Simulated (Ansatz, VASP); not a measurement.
# Si in VASP and in Ansatz

INCAR

```
  PREC = Accurate
  ENCUT = 600
  EDIFF = 1E-7
  ISMEAR = 0
  SIGMA = 0.1
  LREAL = False
  LASPH = True
  NELM = 60
  ALGO = Normal
  ISIF = 3
  LWAVE = False
  LCHARG = False
  GGA = PE
  IBRION = 2
  NSW = 100
  EDIFFG = -0.01
```

File KPOINTS:

```
Automatic mesh
0
Gamma
  22 22 22
```

POSCAR

```
Si
1.0
    2.5289556039      0.0000000000      0.0000000000
    0.0000000000      2.5289556039      0.0000000000
    0.0000000000      0.0000000000      2.5289556039
Si
1
Direct
    0.0000000000      0.0000000000      0.0000000000
```

Input for Ansatz:

```yaml
crystal:
  lattice:
    - [2.5289556039, 0.0, 0.0]
    - [0.0, 2.5289556039, 0.0]
    - [0.0, 0.0, 2.5289556039]
  atoms:
    - { symbol: Si, position: [0.0, 0.0, 0.0] }
basis:
  ecutwfc: 420
kpoints:
  mp_grid: { grid: [22, 22, 22] }
hamiltonian:
  xc: pbe
scf:
  occupations: { method: gaussian, width: 0.1 }
output:
  forces: true
  stress: true
  eigenvalues: true
  write_density: true
  write_potential: true
  elf: true
  volumetric_format: npy
relax:
  adjacent_minimum: "off"
  f_tol: 0.01
  max_steps: 80
  cell: { stress_tol: 0.05 }
```

Alike in both runs: task relaxation of cell and atoms; functional PBE; k mesh 22 × 22 × 22; occupations gaussian, width 0.1 eV; no spin polarisation.

|  | VASP | Ansatz |
| --- | --- | --- |
| version | VASP 6.6.1 | Ansatz 0.2.0 |
| potentials or method | VASP PAW PBE potentials, release 64 (Si), cutoff 600 eV | scalar-relativistic, plane waves, PAW |
| valence electrons in the cell | 4 | 4 |

```tsv
	VASP	Ansatz	Ansatz less VASP
gap on the k mesh at the Fermi level, each at its own relaxed structure (eV)	none	none	-
relaxed volume (Å³/atom)	16.23	16.24	+0.006
relaxed cell length with the largest relative difference (Å)	2.532	2.532	+0.0003
```

A gap of «none» marks a metal or a gap that the smearing closes.
